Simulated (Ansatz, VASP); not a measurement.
InP in VASP and in Ansatz

```
In P
1.0
     0.00000    2.91344    2.91344
     2.91344    0.00000    2.91344
     2.91344    2.91344    0.00000
In P
1 1
Direct
  0.00000 0.00000 0.00000
  0.75000 0.75000 0.75000
```

Change from the starting cell: strained cell.

Alike in both runs: task relaxation of the atoms; functional PBE; k mesh 10 × 10 × 10; occupations gaussian, width 0.02 eV; no spin polarisation.

|  | VASP | Ansatz |
| --- | --- | --- |
| version | VASP 6.6.1 | Ansatz 0.2.0 |
| potentials or method | VASP PAW PBE potentials, release 64 (In_d, P), cutoff 450 eV | scalar-relativistic, plane waves, PAW |
| valence electrons in the cell | 18 | 18 |

```csv
,VASP,Ansatz,Ansatz less VASP
"gap on the k mesh at the Fermi level, each at its own relaxed structure (eV)",0.81,0.81,+0.001
```

Ansatz's warnings: stress scf threshold loose.

Noted on VASP's run: the relaxation stopped at its first step, so nothing moved.
